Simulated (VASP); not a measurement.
Ta, 7 atoms in the cell. The cell holds a slab with vacuum, 7 atoms: a = 3.303 Å, b = 3.303 Å, c = 29.908 Å, α = 90.00°, β = 90.00°, γ = 90.00°. 

```yaml
Program: VASP 6.6.1
Task: single point
Functional: PBE
Potentials_or_basis: VASP PAW PBE potentials, release 64 (Ta_pv)
Cutoff: 520 eV
k_mesh: 8 × 8 × 1
Occupations: gaussian, width 0.1 eV
Spin: no spin polarisation
Dipole_correction: yes
Further_INCAR_settings: ALGO = Normal; EDIFF = 1e-06; NBANDS = 48
```

Potentials or basis: VASP PAW PBE potentials, release 64 (Ta_pv).

The run is started by

```bash
$ cat potpaw_PBE.64/Ta_pv/POTCAR > POTCAR
$ mpirun -np 1 vasp_std > vasp.out
```

Hardware: 1 thread of Intel Xeon 6975P-C (shared host).

Task: Estimate the wall time of this run.

Result: It took 11 min on 1 thread of Intel Xeon 6975P-C, with other jobs on the host, peak memory 0.51 GiB. Counts: scf iterations 32, k points 15.
